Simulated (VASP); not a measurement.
# NaScTe2 (P4/mmm) in VASP: single point with r2SCAN

Aim: the single point of NaScTe2 with r2SCAN.

Program: VASP 6.6.1. These are calculated values, not measurements. Logs are shortened: lines on timing, memory, paths and dates and some standing lists are left out, and cuts for length are marked.

### 1 The cell of the first run

The structure is tetragonal, space group P4/mmm (No. 123). The conventional cell has a = 4.310 Å, b = 4.310 Å, c = 5.899 Å, α = 90.00°, β = 90.00°, γ = 90.00°. Na (site symmetry 4/mmm) has 6 Te at 2.95 to 3.05 Å within 3.9 Å. Within 3.9 Å of Te (site symmetry 4/mmm) lie 2 Na at 2.95 Å and 4 Sc at 3.05 Å. Te (site symmetry 4/mmm) has 2 Sc at 2.95 Å and 4 Na at 3.05 Å within 3.9 Å. Within 3.9 Å of Sc (site symmetry 4/mmm) lie 6 Te at 2.95 to 3.05 Å.

### 2 Single point, r2SCAN

Input file POSCAR:

```
NaScTe2
1.0
    4.3099310216      0.0000000000      0.0000000000
    0.0000000000      4.3099310216      0.0000000000
    0.0000000000      0.0000000000      5.8991668760
Na Te Sc
1 2 1
Direct
    0.0000000000      0.0000000000      0.0000000000
    0.0000000000      0.0000000000      0.5000000000
    0.5000000000      0.5000000000      0.0000000000
    0.5000000000      0.5000000000      0.5000000000
```

Input file INCAR.step1:

```
  ALGO = Normal
  EDIFF = 1E-4
  ENCUT = 520
  GGA = PE
  ISMEAR = -1
  LASPH = T
  LCHARG = F
  LREAL = F
  LWAVE = T
  NBANDS = 23
  NELM = 100
  PREC = Accurate
  SIGMA = 0.02
```

Input file INCAR.step2:

```
  ALGO = Normal
  EDIFF = 1E-7
  ENCUT = 520
  ISIF = 2
  ISMEAR = -1
  ISTART = 1
  LASPH = T
  LCHARG = T
  LELF = T
  LMIXTAU = T
  LREAL = F
  LVHAR = T
  LWAVE = F
  METAGGA = R2SCAN
  NBANDS = 23
  NELM = 100
  PREC = Accurate
  SIGMA = 0.02
```

Input file KPOINTS:

```
k-points
0
Gamma
  4 4 4
```

Potentials or basis: VASP PAW PBE potentials, release 64 (Na_pv, Te, Sc_sv).

Launch:

```console
cat potpaw_PBE.64/Na_pv/POTCAR potpaw_PBE.64/Te/POTCAR potpaw_PBE.64/Sc_sv/POTCAR > POTCAR
cp INCAR.step1 INCAR
mpirun -np 1 vasp_std > vasp.out
cp INCAR.step2 INCAR
mpirun -np 1 vasp_std > vasp.out
```

OUTCAR:

```text
EDIFF = 1E-7
   ENCUT = 520
   ISIF = 2
   ISMEAR = -1
   ISTART = 1
   LASPH = T
   LREAL = F
   METAGGA = R2SCAN
   NELM = 100
   PREC = Accurate

 ion  position               nearest neighbor table
   1  0.000  0.000  0.000-   2 2.95   2 2.95   3 3.05   3 3.05   3 3.05   3 3.05
   2  0.000  0.000  0.500-   1 2.95   1 2.95   4 3.05   4 3.05   4 3.05   4 3.05
   3  0.500  0.500  0.000-   4 2.95   4 2.95   1 3.05   1 3.05   1 3.05   1 3.05
   4  0.500  0.500  0.500-   3 2.95   3 2.95   2 3.05   2 3.05   2 3.05   2 3.05

  LATTYP: Found a simple tetragonal cell.
 ALAT       =     4.3099310216
 C/A-ratio  =     1.3687381182

  Lattice vectors:

 A1 = (   4.3099310216,   0.0000000000,   0.0000000000)
 A2 = (   0.0000000000,   4.3099310216,   0.0000000000)
 A3 = (   0.0000000000,   0.0000000000,   5.8991668760)

Analysis of symmetry for initial positions (statically):
=====================================================================
 Subroutine PRICEL returns:
 Original cell was already a primitive cell.

 Routine SETGRP: Setting up the symmetry group for a
 simple tetragonal supercell.

 Subroutine GETGRP returns: Found 16 space group operations
 (whereof 16 operations were pure point group operations)
 out of a pool of 16 trial point group operations.

The static configuration has the point symmetry D_4h.

Analysis of symmetry for dynamics (positions and initial velocities):
=====================================================================
 Subroutine PRICEL returns:
 Original cell was already a primitive cell.

 Routine SETGRP: Setting up the symmetry group for a
 simple tetragonal supercell.

 Subroutine GETGRP returns: Found 16 space group operations
 (whereof 16 operations were pure point group operations)
 out of a pool of 16 trial point group operations.

The dynamic configuration has the point symmetry D_4h.

 Subroutine INISYM returns: Found 16 space group operations
 (whereof 16 operations are pure point group operations),
 and found     1 'primitive' translations

----------------------------------------------------------------------------------------

                                     Primitive cell

  volume of cell :     109.5800

  direct lattice vectors                    reciprocal lattice vectors
     4.309931022  0.000000000  0.000000000     0.232022275  0.000000000  0.000000000
     0.000000000  4.309931022  0.000000000     0.000000000  0.232022275  0.000000000
     0.000000000  0.000000000  5.899166876     0.000000000  0.000000000  0.169515462

  length of vectors
     4.309931022  4.309931022  5.899166876     0.232022275  0.232022275  0.169515462

  position of ions in fractional coordinates (direct lattice)
     0.000000000  0.000000000  0.000000000
     0.000000000  0.000000000  0.500000000
     0.500000000  0.500000000  0.000000000
     0.500000000  0.500000000  0.500000000

  ion indices of the primitive-cell ions
   primitive index   ion index
                 1           1
                 2           2
                 3           3
                 4           4

----------------------------------------------------------------------------------------

 KPOINTS: k-points

Automatic generation of k-mesh.
 Grid dimensions read from file:
 generate k-points for:    4    4    4

 Generating k-lattice:

  Cartesian coordinates                     Fractional coordinates (reciprocal lattice)
     0.058005569  0.000000000  0.000000000     0.250000000  0.000000000  0.000000000
     0.000000000  0.058005569  0.000000000     0.000000000  0.250000000  0.000000000
     0.000000000  0.000000000  0.042378866     0.000000000  0.000000000  0.250000000

  Length of vectors
     0.058005569  0.058005569  0.042378866

  Shift w.r.t. Gamma in fractional coordinates (k-lattice)
     0.000000000  0.000000000  0.000000000

 Subroutine IBZKPT returns following result:
 ===========================================

 Found     18 irreducible k-points:

 Following reciprocal coordinates:
            Coordinates               Weight
  0.000000  0.000000  0.000000      1.000000
  0.250000  0.000000  0.000000      4.000000
  0.500000  0.000000  0.000000      2.000000
  0.250000  0.250000  0.000000      4.000000
  0.500000  0.250000  0.000000      4.000000
  0.500000  0.500000  0.000000      1.000000
[... 10 lines left out ...]
  0.500000  0.250000  0.500000      4.000000
  0.500000  0.500000  0.500000      1.000000
   k-points           NKPTS =     18   k-points in BZ     NKDIM =     18   number of bands    NBANDS=     23
   number of dos      NEDOS =    301   number of ions     NIONS =      4
   total plane-waves  NPLWV =  49152
   dimension x,y,z NGX =    32 NGY =   32 NGZ =   48
   dimension x,y,z NGXF=    64 NGYF=   64 NGZF=   96
   ions per type =               1   2   1
   NGX,Y,Z   is equivalent  to a cutoff of  12.34, 12.34, 13.53 a.u.
   NGXF,Y,Z  is equivalent  to a cutoff of  24.69, 24.69, 27.05 a.u.
 SYSTEM =  unknown system
   PREC   = accura    normal or accurate (medium, high low for compatibility)
   ISTART =      1    job   : 0-new  1-cont  2-samecut
   ICHARG =      0    charge: 1-file 2-atom 10-const
   ISPIN  =      1    spin polarized calculation?
   LNONCOLLINEAR =      F non collinear calculations
   LSORBIT =      F    spin-orbit coupling
   LASPH  =      T    aspherical Exc in radial PAW
   ENCUT  =  520.0 eV  38.22 Ry    6.18 a.u.   8.01  8.01 10.97*2*pi/ulx,y,z
   NELM   =    100;   NELMIN=  2; NELMDL=  0     # of ELM steps
   EDIFF  = 0.1E-06   stopping-criterion for ELM
   LREAL  =      F    real-space projection
   EDIFFG = 0.1E-05   stopping-criterion for IOM
   NSW    =      0    number of steps for IOM
   IBRION =     -1    ionic relax: 0-MD 1-quasi-New 2-CG
   NFREE  =      0    steps in history (QN), initial steepest desc. (CG)
   ISIF   =      2    stress and relaxation
   ISYM   =      2    0-nonsym 1-usesym 2-fastsym
   POTIM  = 0.5000    time-step for ionic-motion
   TEBEG  =    0.0;   TEEND  =   0.0 temperature during run
   PSTRESS=    0.0 pullay stress
   NELECT =      30.0000    total number of electrons
   NUPDOWN=      -1.0000    fix difference up-down
   EMIN   =  10.00;   EMAX   =-10.00  energy-range for DOS
   EFERMI =   0.00;   METHOD = LEGACY
   ISMEAR =    -1;   SIGMA  =   0.02  broadening in eV -4-tet -1-fermi 0-gaus
   EFERMI_NEDOS =   21; number of points for ismear=-14 and -15
   IALGO  =     38    algorithm
   IMIX   =      4    mixing-type and parameters
     AMIX     =   0.40;   BMIX     =  1.00
     AMIX_MAG =   1.60;   BMIX_MAG =  1.00
  volume/ion in A,a.u.               =      27.40       184.87
  Fermi-wavevector in a.u.,A,eV,Ry     =   1.063012  2.008801 15.374507  1.129994
  Thomas-Fermi vector in A             =   2.198482
   LORBIT       =      0    0 simple, 1 ext, 2 COOP (PROOUT), +10 PAW based schemes
   METAGGA = R2SCAN    functional components
   LHFCALC =     F    Hartree Fock is set to
   AEXX    =    0.0000 exact exchange contribution
   IVDW    =     0    specifies the selected vdW correction
   LEPSILON=     F    determine dielectric tensor
   LRPA    =     F    only Hartree local field effects (RPA)
 non-spin polarized calculation
  energy-cutoff  :      520.00
  volume of cell :      109.58
 maximum number of plane-waves:      2992
   NGX = 17   NGY = 17   NGZ = 21

 number of electron      29.9999991 magnetization

 Free energy of the ion-electron system (eV)
  ---------------------------------------------------
  ext. energy  EPLUGINS =         0.00000000
  ---------------------------------------------------
  free energy    TOTEN  =       -70.61953932 eV

  energy without entropy =      -70.61771989  energy(sigma->0) =      -70.61862960

 E-fermi :   4.4171     XC(G=0):  -9.6068

 val. band max:        4.3967993022   @ k =   0.0000   0.0000   0.0000
 cond. band min:       4.4194456336   @ k =   0.0000   0.0000   0.2500
 fundamental gap:      0.0226463313
 Fermi energy:         4.4171494906

 k-point     1 :       0.0000    0.0000    0.0000
  band No.  band energies     occupation
      1     -48.5006      2.00000
      2     -26.1450      2.00000
      3     -26.1450      2.00000
      4     -26.0436      2.00000
      5     -19.7015      2.00000
      6     -19.6711      2.00000
[... 15 lines left out ...]
     22       9.1871      0.00000
     23       9.7964      0.00000

 k-point     2 :       0.2500    0.0000    0.0000
  band No.  band energies     occupation
      1     -48.5004      2.00000
      2     -26.1511      2.00000
      3     -26.1436      2.00000
      4     -26.0432      2.00000
      5     -19.7012      2.00000
      6     -19.6745      2.00000
[... 15 lines left out ...]
     22      10.2059      0.00000
     23      11.2524      0.00000

 k-point     3 :       0.5000    0.0000    0.0000
  band No.  band energies     occupation
      1     -48.5002      2.00000
      2     -26.1571      2.00000
      3     -26.1423      2.00000
      4     -26.0427      2.00000
      5     -19.7010      2.00000
      6     -19.6779      2.00000
[... 15 lines left out ...]
     22      10.4772      0.00000
     23      11.1560      0.00000

 k-point     4 :       0.2500    0.2500    0.0000
  band No.  band energies     occupation
      1     -48.5002      2.00000
      2     -26.1498      2.00000
      3     -26.1498      2.00000
      4     -26.0428      2.00000
      5     -19.7010      2.00000
      6     -19.6738      2.00000
[... 15 lines left out ...]
     22      10.5621      0.00000
     23      10.8289      0.00000

 k-point     5 :       0.5000    0.2500    0.0000
  band No.  band energies     occupation
      1     -48.4999      2.00000
      2     -26.1559      2.00000
      3     -26.1485      2.00000
      4     -26.0424      2.00000
      5     -19.7008      2.00000
      6     -19.6769      2.00000
[... 15 lines left out ...]
     22       9.9889      0.00000
     23      10.7027      0.00000

 k-point     6 :       0.5000    0.5000    0.0000
  band No.  band energies     occupation
      1     -48.4997      2.00000
      2     -26.1546      2.00000
      3     -26.1546      2.00000
      4     -26.0421      2.00000
      5     -19.7006      2.00000
      6     -19.6759      2.00000
[... 15 lines left out ...]
     22       8.8105      0.00000
     23      10.3351      0.00000

 k-point     7 :       0.0000    0.0000    0.2500
  band No.  band energies     occupation
      1     -48.5006      2.00000
      2     -26.1450      2.00000
      3     -26.1450      2.00000
      4     -26.0435      2.00000
      5     -19.7018      2.00000
      6     -19.6711      2.00000
[... 197 lines left out ...]
     22       9.8756      0.00000
     23      10.8251      0.00000

 k-point    15 :       0.5000    0.0000    0.5000
  band No.  band energies     occupation
      1     -48.5002      2.00000
      2     -26.1571      2.00000
      3     -26.1422      2.00000
      4     -26.0425      2.00000
      5     -19.7015      2.00000
      6     -19.6778      2.00000
[... 15 lines left out ...]
     22       8.7502      0.00000
     23      10.1013      0.00000

 k-point    16 :       0.2500    0.2500    0.5000
  band No.  band energies     occupation
      1     -48.5002      2.00000
      2     -26.1497      2.00000
      3     -26.1497      2.00000
      4     -26.0425      2.00000
      5     -19.7016      2.00000
      6     -19.6737      2.00000
[... 15 lines left out ...]
     22       9.9123      0.00000
     23      11.3609      0.00000

 k-point    17 :       0.5000    0.2500    0.5000
  band No.  band energies     occupation
      1     -48.5000      2.00000
      2     -26.1558      2.00000
      3     -26.1484      2.00000
      4     -26.0421      2.00000
      5     -19.7013      2.00000
      6     -19.6768      2.00000
[... 15 lines left out ...]
     22      10.2939      0.00000
     23      10.4609      0.00000

 k-point    18 :       0.5000    0.5000    0.5000
  band No.  band energies     occupation
      1     -48.4997      2.00000
      2     -26.1546      2.00000
      3     -26.1546      2.00000
      4     -26.0418      2.00000
      5     -19.7011      2.00000
      6     -19.6758      2.00000
[... 15 lines left out ...]
     22      11.1850      0.00000
     23      11.4630      0.00000

------------------------ aborting loop because EDIFF is reached ----------------------------------------

  FORCE on cell =-STRESS in cart. coord.  units (eV):
  Direction    XX          YY          ZZ          XY          YZ          ZX
  --------------------------------------------------------------------------------------
  -------------------------------------------------------------------------------------
  Total       -0.0144275     -0.0144275      0.0584244      0.0000000      0.0000000      0.0000000
  in kB       -0.2109450     -0.2109450      0.8542268      0.0000000      0.0000000      0.0000000
  external PRESSURE =       0.1441123 kB  Pullay stress =       0.0000000 kB

 VOLUME and BASIS-vectors are now :
 -----------------------------------------------------------------------------
  energy-cutoff  :      520.00
  volume of cell :      109.58
      direct lattice vectors                 reciprocal lattice vectors
     4.309931022  0.000000000  0.000000000     0.232022275  0.000000000  0.000000000
     0.000000000  4.309931022  0.000000000     0.000000000  0.232022275  0.000000000
     0.000000000  0.000000000  5.899166876     0.000000000  0.000000000  0.169515462

 POSITION                                       TOTAL-FORCE (eV/Angst)
 -----------------------------------------------------------------------------------
      0.00000      0.00000      0.00000         0.000000      0.000000      0.000000
      0.00000      0.00000      2.94958         0.000000      0.000000      0.000000
      2.15497      2.15497      0.00000         0.000000      0.000000      0.000000
      2.15497      2.15497      2.94958         0.000000      0.000000      0.000000
 -----------------------------------------------------------------------------------
    total drift:                                0.000000      0.000000     -0.000000

  FREE ENERGIE OF THE ION-ELECTRON SYSTEM (eV)
  ---------------------------------------------------
  free  energy   TOTEN  =       -70.6195393219 eV

  energy  without entropy=      -70.6177198876  energy(sigma->0) =      -70.61862960
```

It took 2 min on 1 thread of Intel Xeon Platinum 8488C (Sapphire Rapids), shared host; peak memory 0.25 GiB.

What came out:

| Item | Value |
| --- | --- |
| Free energy | -70.6195 eV |
| Pressure | 0.0 GPa |
| Band gap on the k mesh | zero (band 15 reaches 4.47 eV, above the bottom of band 16 at 4.42 eV) |

Caveat: the k points lie up to 0.36 Å⁻¹ apart; the PAW data sets were made with another functional, which shifts forces and pressure a little; spin-orbit coupling is left out, which moves the levels of the heavy elements.
